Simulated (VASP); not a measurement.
## W3C: single point with PBE

The system is W3C, a slab with vacuum.

```
W C
1.0
     2.85459    0.00000    0.00000
    -1.42730    2.47215    0.00000
     0.00000    0.00000   21.69711
W C
3 1
Direct
  0.66667 0.33333 0.18436
  0.33333 0.66667 0.29260
  0.00000 0.00000 0.40084
  0.88889 0.11111 0.49809
```

- Program: VASP 6.6.1
- Task: single point
- Functional: PBE
- Potentials or basis: VASP PAW PBE potentials, release 64 (W_sv, C)
- Cutoff: 520 eV
- k mesh: 9 × 9 × 1
- Occupations: gaussian, width 0.1 eV
- Spin: no spin polarisation
- Dipole correction: yes
- Further INCAR settings: ALGO = Normal; EDIFF = 1e-07; NBANDS = 31

```
Largest force          : 3.090 eV/Å
Band gap on the k mesh : zero (band 23 reaches 0.51 eV, above the bottom of band 24 at -0.35 eV)
```

Forces in eV/Å, atoms in the order of the input:
```
W   -0.038  0.022 -0.058
W    0.012 -0.007 -0.217
W    0.304 -0.176  3.070
C   -0.279  0.161 -2.794
```

Levels at points of the mesh, in eV from the Fermi level:
| k point | band 19 | band 20 | band 21 | band 22 | band 23 | band 24 | band 25 | band 26 | band 27 | band 28 |
| --- | --- | --- | --- | --- | --- | --- | --- | --- | --- | --- |
| (0.00, 0.00, 0.00) | -0.89 | -0.56 | -0.53 | -0.25 | -0.25 | 0.01 | 0.01 | 0.29 | 2.01 | 2.33 |

Wall time 3 min on 1 thread of Intel(R) Xeon(R) 6975P-C (Granite Rapids) (shared host), peak memory 0.34 GiB.

Caveat: spin-orbit coupling is left out, which moves the levels of the heavy elements.
